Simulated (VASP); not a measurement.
# AlNi3B (Pm-3m) in VASP: further runs

The runs below take AlNi3B through single point, with PBE.

Program: VASP 6.6.1. These are calculated values, not measurements. Logs are shortened: lines on timing, memory, paths and dates and some standing lists are left out, and cuts for length are marked.

## Step 1: The cell of the first run

It takes space group Pm-3m (No. 221, cubic). The conventional cell has a = 3.714 Å, b = 3.714 Å, c = 3.714 Å, α = 90.00°, β = 90.00°, γ = 90.00°. Al (site symmetry m-3m) has 12 Ni at 2.63 Å and 8 B at 3.22 Å within 3.5 Å. Within 2.5 Å of Ni (site symmetry 4/mmm) lie 2 B at 1.86 Å. Within 2.5 Å of B (site symmetry m-3m) lie 6 Ni at 1.86 Å.

## Step 2: Single point, PBE (Fe replaced by Ni, lengths x 0.976, strained)

The input, INCAR:

```
SYSTEM = AlNi3B
PREC = Accurate
ENCUT = 520
EDIFF = 1E-7
ISMEAR = 0
SIGMA = 0.1
LREAL = .False.
LASPH = .True.
NELM = 60
ALGO = Normal
ISIF = 2
LWAVE = .False.
LCHARG = .True.
GGA = PE
LELF = .True.
LVHAR = .True.
NBANDS = 26
```

The input, KPOINTS:

```
Automatic mesh
0
Gamma
  10 10 10
  0 0 0
```

The input, POSCAR:

```
AlNi3B
1.0
    3.7142863519      0.0000000000      0.0000000000
    0.0000000000      3.7142863519      0.0000000000
    0.0000000000      0.0000000000      3.7142863519
Al Ni B
1 3 1
Direct
    0.5000000000      0.5000000000      0.5000000000
    0.5000000000      0.0000000000      0.0000000000
    0.0000000000      0.5000000000      0.0000000000
    0.0000000000      0.0000000000      0.5000000000
    0.0000000000      0.0000000000      0.0000000000
```

Potentials or basis: VASP PAW PBE potentials, release 64 (Al, Ni, B).

Started as:

```console
> cat potpaw_PBE.64/Al/POTCAR potpaw_PBE.64/Ni/POTCAR potpaw_PBE.64/B/POTCAR > POTCAR
> mpirun -np 1 vasp_std > vasp.out
```

OUTCAR:

```text
SYSTEM = AlNi3B
   PREC = Accurate
   ENCUT = 520
   EDIFF = 1E-7
   ISMEAR = 0
   LREAL = .False.
   LASPH = .True.
   NELM = 60
   ISIF = 2
   GGA = PE

 ion  position               nearest neighbor table
   1  0.500  0.500  0.500-   2 2.63   3 2.63   4 2.63   2 2.63   3 2.63   2 2.63   4 2.63   2 2.63
                             3 2.63   4 2.63   3 2.63   4 2.63
   2  0.500  0.000  0.000-   5 1.86   5 1.86   4 2.63   1 2.63   1 2.63   4 2.63   1 2.63   3 2.63
                             1 2.63   3 2.63   4 2.63   3 2.63   4 2.63   3 2.63
   3  0.000  0.500  0.000-   5 1.86   5 1.86   4 2.63   1 2.63   1 2.63   4 2.63   2 2.63   4 2.63
                             2 2.63   4 2.63   1 2.63   2 2.63   1 2.63   2 2.63
   4  0.000  0.000  0.500-   5 1.86   5 1.86   3 2.63   1 2.63   2 2.63   3 2.63   2 2.63   1 2.63
                             3 2.63   3 2.63   1 2.63   2 2.63   2 2.63   1 2.63
   5  0.000  0.000  0.000-   2 1.86   3 1.86   4 1.86   4 1.86   3 1.86   2 1.86

  LATTYP: Found a simple cubic cell.
 ALAT       =     3.7142863519

  Lattice vectors:

 A1 = (   3.7142863519,   0.0000000000,   0.0000000000)
 A2 = (   0.0000000000,   3.7142863519,   0.0000000000)
 A3 = (   0.0000000000,   0.0000000000,   3.7142863519)

Analysis of symmetry for initial positions (statically):
=====================================================================
 Subroutine PRICEL returns:
 Original cell was already a primitive cell.

 Routine SETGRP: Setting up the symmetry group for a
 simple cubic supercell.

 Subroutine GETGRP returns: Found 48 space group operations
 (whereof 48 operations were pure point group operations)
 out of a pool of 48 trial point group operations.

The static configuration has the point symmetry O_h .

Analysis of symmetry for dynamics (positions and initial velocities):
=====================================================================
 Subroutine PRICEL returns:
 Original cell was already a primitive cell.

 Routine SETGRP: Setting up the symmetry group for a
 simple cubic supercell.

 Subroutine GETGRP returns: Found 48 space group operations
 (whereof 48 operations were pure point group operations)
 out of a pool of 48 trial point group operations.

The dynamic configuration has the point symmetry O_h .

 Subroutine INISYM returns: Found 48 space group operations
 (whereof 48 operations are pure point group operations),
 and found     1 'primitive' translations

----------------------------------------------------------------------------------------

                                     Primitive cell

  volume of cell :      51.2420

  direct lattice vectors                    reciprocal lattice vectors
     3.714286352  0.000000000  0.000000000     0.269230723  0.000000000  0.000000000
     0.000000000  3.714286352  0.000000000     0.000000000  0.269230723  0.000000000
     0.000000000  0.000000000  3.714286352     0.000000000  0.000000000  0.269230723

  length of vectors
     3.714286352  3.714286352  3.714286352     0.269230723  0.269230723  0.269230723

  position of ions in fractional coordinates (direct lattice)
     0.500000000  0.500000000  0.500000000
     0.500000000  0.000000000  0.000000000
     0.000000000  0.500000000  0.000000000
     0.000000000  0.000000000  0.500000000
     0.000000000  0.000000000  0.000000000

  ion indices of the primitive-cell ions
   primitive index   ion index
                 1           1
                 2           2
                 3           3
                 4           4
                 5           5

----------------------------------------------------------------------------------------

 KPOINTS: Automatic mesh

Automatic generation of k-mesh.
 Grid dimensions read from file:
 generate k-points for:   10   10   10

 Generating k-lattice:

  Cartesian coordinates                     Fractional coordinates (reciprocal lattice)
     0.026923072  0.000000000  0.000000000     0.100000000  0.000000000  0.000000000
     0.000000000  0.026923072  0.000000000     0.000000000  0.100000000  0.000000000
     0.000000000  0.000000000  0.026923072     0.000000000  0.000000000  0.100000000

  Length of vectors
     0.026923072  0.026923072  0.026923072

  Shift w.r.t. Gamma in fractional coordinates (k-lattice)
     0.000000000  0.000000000  0.000000000

 Subroutine IBZKPT returns following result:
 ===========================================

 Found     56 irreducible k-points:

 Following reciprocal coordinates:
            Coordinates               Weight
  0.000000  0.000000  0.000000      1.000000
  0.100000  0.000000  0.000000      6.000000
  0.200000  0.000000  0.000000      6.000000
  0.300000  0.000000  0.000000      6.000000
  0.400000  0.000000  0.000000      6.000000
  0.500000  0.000000  0.000000      3.000000
[... 16 lines left out ...]
  0.200000  0.100000  0.100000     24.000000
  0.300000  0.100000  0.100000     24.000000
 [... further k-points ...]
   k-points           NKPTS =     56   k-points in BZ     NKDIM =     56   number of bands    NBANDS=     26
   number of dos      NEDOS =    301   number of ions     NIONS =      5
   total plane-waves  NPLWV =  21952
   dimension x,y,z NGX =    28 NGY =   28 NGZ =   28
   dimension x,y,z NGXF=    56 NGYF=   56 NGZF=   56
   ions per type =               1   3   1
   NGX,Y,Z   is equivalent  to a cutoff of  12.53, 12.53, 12.53 a.u.
   NGXF,Y,Z  is equivalent  to a cutoff of  25.06, 25.06, 25.06 a.u.
 SYSTEM =  AlNi3B
   PREC   = accura    normal or accurate (medium, high low for compatibility)
   ISTART =      0    job   : 0-new  1-cont  2-samecut
   ICHARG =      2    charge: 1-file 2-atom 10-const
   ISPIN  =      1    spin polarized calculation?
   LNONCOLLINEAR =      F non collinear calculations
   LSORBIT =      F    spin-orbit coupling
   LASPH  =      T    aspherical Exc in radial PAW
   ENCUT  =  520.0 eV  38.22 Ry    6.18 a.u.   6.91  6.91  6.91*2*pi/ulx,y,z
   NELM   =     60;   NELMIN=  2; NELMDL= -5     # of ELM steps
   EDIFF  = 0.1E-06   stopping-criterion for ELM
   LREAL  =      F    real-space projection
   EDIFFG = 0.1E-05   stopping-criterion for IOM
   NSW    =      0    number of steps for IOM
   IBRION =     -1    ionic relax: 0-MD 1-quasi-New 2-CG
   NFREE  =      0    steps in history (QN), initial steepest desc. (CG)
   ISIF   =      2    stress and relaxation
   ISYM   =      2    0-nonsym 1-usesym 2-fastsym
   POTIM  = 0.5000    time-step for ionic-motion
   TEBEG  =    0.0;   TEEND  =   0.0 temperature during run
   PSTRESS=    0.0 pullay stress
   NELECT =      36.0000    total number of electrons
   NUPDOWN=      -1.0000    fix difference up-down
   EMIN   =  10.00;   EMAX   =-10.00  energy-range for DOS
   EFERMI =   0.00;   METHOD = LEGACY
   ISMEAR =     0;   SIGMA  =   0.10  broadening in eV -4-tet -1-fermi 0-gaus
   EFERMI_NEDOS =   21; number of points for ismear=-14 and -15
   IALGO  =     38    algorithm
   IMIX   =      4    mixing-type and parameters
     AMIX     =   0.40;   BMIX     =  1.00
     AMIX_MAG =   1.60;   BMIX_MAG =  1.00
  volume/ion in A,a.u.               =      10.25        69.16
  Fermi-wavevector in a.u.,A,eV,Ry     =   1.455348  2.750210 28.817666  2.118039
  Thomas-Fermi vector in A             =   2.572393
   LORBIT       =      0    0 simple, 1 ext, 2 COOP (PROOUT), +10 PAW based schemes
   GGA     = PE    functional components
   LHFCALC =     F    Hartree Fock is set to
   AEXX    =    0.0000 exact exchange contribution
   IVDW    =     0    specifies the selected vdW correction
   LEPSILON=     F    determine dielectric tensor
   LRPA    =     F    only Hartree local field effects (RPA)
 non-spin polarized calculation
 Gauss-broadening in eV      SIGMA  =   0.10
  energy-cutoff  :      520.00
  volume of cell :       51.24
 maximum number of plane-waves:      1406
 NGX is ok and might be reduce to    28
   NGX = 13   NGY = 13   NGZ = 13

 number of electron      35.9999921 magnetization

 Free energy of the ion-electron system (eV)
  ---------------------------------------------------
  ext. energy  EPLUGINS =         0.00000000
  ---------------------------------------------------
  free energy    TOTEN  =       -28.29179491 eV

  energy without entropy =      -28.28252268  energy(sigma->0) =      -28.28715879

 E-fermi :   9.8327     XC(G=0): -12.6076

 val. band max:        9.8089165549   @ k =   0.4000   0.2000   0.2000
 cond. band min:       9.8850620009   @ k =   0.5000   0.2000   0.2000
 fundamental gap:      0.0761454460
 Fermi energy:         9.8327096488

 k-point     1 :       0.0000    0.0000    0.0000
  band No.  band energies     occupation
      1      -2.1165      2.00000
      2       2.6252      2.00000
      3       5.9126      2.00000
      4       5.9126      2.00000
      5       5.9126      2.00000
      6       6.1908      2.00000
[... 18 lines left out ...]
     25      14.6949      0.00000
     26      21.7297      0.00000

 k-point     2 :       0.1000    0.0000    0.0000
  band No.  band energies     occupation
      1      -2.0193      2.00000
      2       2.6527      2.00000
      3       5.8989      2.00000
      4       5.8989      2.00000
      5       5.9334      2.00000
      6       5.9502      2.00000
[... 18 lines left out ...]
     25      15.3812      0.00000
     26      20.7455      0.00000

 k-point     3 :       0.2000    0.0000    0.0000
  band No.  band energies     occupation
      1      -1.7344      2.00000
      2       2.6761      2.00000
      3       5.2280      2.00000
      4       5.8608      2.00000
      5       5.8608      2.00000
      6       5.9904      2.00000
[... 572 lines left out ...]
 k-point    23 :       0.2000    0.1000    0.1000
  band No.  band energies     occupation
      1      -1.5447      2.00000
      2       2.7704      2.00000
      3       5.1037      2.00000
      4       5.6569      2.00000
      5       5.6776      2.00000
      6       6.0797      2.00000
[... 18 lines left out ...]
     25      16.9776      0.00000
     26      18.4491      0.00000

 k-point    24 :       0.3000    0.1000    0.1000
  band No.  band energies     occupation
      1      -1.1048      2.00000
      2       2.6044      2.00000
      3       4.5531      2.00000
      4       5.5237      2.00000
      5       5.5767      2.00000
      6       6.0010      2.00000
[... 18 lines left out ...]
     25      17.9420      0.00000
     26      18.2023      0.00000

 [... further k-points ...]

------------------------ aborting loop because EDIFF is reached ----------------------------------------

  FORCE on cell =-STRESS in cart. coord.  units (eV):
  Direction    XX          YY          ZZ          XY          YZ          ZX
  --------------------------------------------------------------------------------------
  -------------------------------------------------------------------------------------
  Total        5.1433384      5.1433384      5.1433384     -0.0000000     -0.0000000      0.0000000
  in kB      160.8161015    160.8161015    160.8161015     -0.0000000     -0.0000000      0.0000000
  external PRESSURE =     160.8161015 kB  Pullay stress =       0.0000000 kB

 VOLUME and BASIS-vectors are now :
 -----------------------------------------------------------------------------
  energy-cutoff  :      520.00
  volume of cell :       51.24
      direct lattice vectors                 reciprocal lattice vectors
     3.714286352  0.000000000  0.000000000     0.269230723  0.000000000  0.000000000
     0.000000000  3.714286352  0.000000000     0.000000000  0.269230723  0.000000000
     0.000000000  0.000000000  3.714286352     0.000000000  0.000000000  0.269230723

 POSITION                                       TOTAL-FORCE (eV/Angst)
 -----------------------------------------------------------------------------------
      1.85714      1.85714      1.85714         0.000000      0.000000      0.000000
      1.85714      0.00000      0.00000         0.000000      0.000000      0.000000
      0.00000      1.85714      0.00000         0.000000      0.000000      0.000000
      0.00000      0.00000      1.85714         0.000000      0.000000      0.000000
      0.00000      0.00000      0.00000         0.000000      0.000000      0.000000
 -----------------------------------------------------------------------------------
    total drift:                                0.000000      0.000000     -0.000000

  FREE ENERGIE OF THE ION-ELECTRON SYSTEM (eV)
  ---------------------------------------------------
  free  energy   TOTEN  =       -28.2917949061 eV

  energy  without entropy=      -28.2825226818  energy(sigma->0) =      -28.28715879
```

Run time: 29 s. Hardware: 1 thread of Intel Xeon 6975P-C, shared host; peak memory 0.2 GiB.

What came out:

* Free energy: -28.2918 eV
* Pressure: 16.1 GPa
* Band gap on the k mesh: zero (bands 18 and 19 overlap by 1.94 eV)

Levels at points of the mesh, in eV from the Fermi level:
| k point | band 15 | band 16 | band 17 | band 18 | band 19 | band 20 | band 21 | band 22 |
| --- | --- | --- | --- | --- | --- | --- | --- | --- |
| (0.00, 0.00, 0.00) | -1.77 | -0.96 | -0.96 | -0.96 | -0.71 | 3.76 | 4.61 | 4.61 |
| (0.50, 0.00, 0.00) | -1.79 | -1.31 | -0.96 | 1.01 | 1.01 | 3.49 | 4.15 | 4.15 |
| (0.50, 0.50, 0.00) | -1.69 | -1.35 | -1.06 | -0.35 | -0.35 | 2.83 | 6.21 | 6.21 |
| (0.50, 0.50, 0.50) | -1.43 | -1.43 | -0.92 | -0.92 | -0.92 | 1.44 | 1.44 | 1.44 |

Caveat: the cell differs from its parent crystal (Fe replaced by Ni, lengths x 0.976, strained); the cell stands under pressure. Spin polarisation is off, so any magnetic state and its effect on volume and gap are missing.

## Step 3: Single point, PBE, collinear spin, ferromagnetic start (Fe replaced by Ni, lengths x 0.976, strained)

The input, INCAR:

```
SYSTEM = AlNi3B
PREC = Accurate
ENCUT = 520
EDIFF = 1E-6
ISMEAR = 0
SIGMA = 0.1
LREAL = .FALSE.
LASPH = .TRUE.
NELM = 150
ALGO = Normal
ISIF = 2
LWAVE = .FALSE.
LCHARG = .FALSE.
ISPIN = 2
MAGMOM = 0 2 2 2 0
LORBIT = 11
LMAXMIX = 4
GGA = PE
NBANDS = 30
```

The input, KPOINTS:

```
regular mesh
0
G
  6 6 6
  0 0 0
```

POSCAR: that of step 2 with these lines changed.

```diff
@@ -2,5 +2,5 @@
 1.0
-    3.7142863519      0.0000000000      0.0000000000
-    0.0000000000      3.7142863519      0.0000000000
-    0.0000000000      0.0000000000      3.7142863519
+    3.7805815823      0.0000000000      0.0000000000
+    0.0000000000      3.7805815823      0.0000000000
+    0.0000000000      0.0000000000      3.7805815823
 Al Ni B
```

Potentials or basis: VASP PAW PBE potentials, release 64 (Al, Ni, B).

Started as:

```console
> cat potpaw_PBE.64/Al/POTCAR potpaw_PBE.64/Ni/POTCAR potpaw_PBE.64/B/POTCAR > POTCAR
> mpirun -np 1 vasp_std > vasp.out
```

It took 32 s on 1 thread of Intel Xeon 6975P-C, shared host; peak memory 0.2 GiB.

Results (log left out):

```yaml
Free_energy: -28.4602 eV
Pressure: 4.4 GPa
Band_gap_on_the_k_mesh: zero (filled and empty bands overlap)
Net_moment: 0.00 μB per cell
Valence_electrons_inside_the_program's_atomic_spheres: Al 0.71; Ni 9.56; B 2.06
```

Levels at points of the mesh, in eV from the Fermi level:
Spin up:
```
           k point  band 15  band 16  band 17  band 18  band 19  band 20  band 21  band 22
(0.00, 0.00, 0.00)    -1.63    -0.90    -0.90    -0.90    -0.66     3.41     4.47     4.47
(0.50, 0.00, 0.00)    -1.66    -1.21    -0.90     0.99     0.99     3.22     3.99     3.99
(0.50, 0.50, 0.00)    -1.56    -1.25    -0.97    -0.33    -0.33     2.70     5.94     5.94
(0.50, 0.50, 0.50)    -1.32    -1.32    -0.86    -0.86    -0.86     1.34     1.34     1.34
```
Spin down:
```tsv
k point	band 15	band 16	band 17	band 18	band 19	band 20	band 21	band 22
(0.00, 0.00, 0.00)	-1.63	-0.90	-0.90	-0.90	-0.66	3.41	4.47	4.47
(0.50, 0.00, 0.00)	-1.66	-1.21	-0.90	0.99	0.99	3.22	3.99	3.99
(0.50, 0.50, 0.00)	-1.56	-1.25	-0.97	-0.33	-0.33	2.70	5.94	5.94
(0.50, 0.50, 0.50)	-1.32	-1.32	-0.86	-0.86	-0.86	1.34	1.34	1.34
```

Caveat: the cell differs from its parent crystal (Fe replaced by Ni, lengths x 0.976, strained); the cell stands under pressure; the moments typed at the start vanished in this run.

The gap in the log of VASP goes by the Fermi energy; the results here count the filled bands.